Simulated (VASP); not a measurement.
Runs of VASP 6.6.1 on Zr. The structure is that of space group P6/mmm (No. 191), or close to it. The cells are those of the table. 

| task | cell | k mesh | cutoff (eV) | gap on the mesh (eV) | pressure (GPa) |
| --- | --- | --- | --- | --- | --- |
| single point | a = 4.874, b = 4.874, c = 3.014 Å, angles 90.0, 90.0, 120.0°, 3 atoms | 6 × 6 × 6 | 520 | none | (a) |
| single point | a = 5.037, b = 5.037, c = 3.157 Å, angles 90.0, 90.0, 120.0°, 3 atoms | 6 × 6 × 6 | 520 | none | -0.1 |
| relaxation of cell and atoms | relaxed from a = 5.037, b = 5.037, c = 3.157 Å, angles 90.0, 90.0, 120.0°, 3 atoms | 12 × 12 × 14 | 600 | none | 0.0 |
| single point | a = 5.042, b = 5.042, c = 3.149 Å, angles 90.0, 90.0, 120.0°, 3 atoms | 12 × 12 × 14 | 520 | none | 0.0 |

Alike in all rows: level PBE; potentials or basis VASP PAW PBE potentials, release 64 (Zr_sv); no spin polarisation; smearing gaussian 0.1 eV.

Problem. Estimate the missing entries.

Solution. (a) 12.9.

A k mesh can miss the band edges, and the runs leave out spin-orbit coupling on Zr.

A gap of «none» marks levels without a gap at the run's occupations.
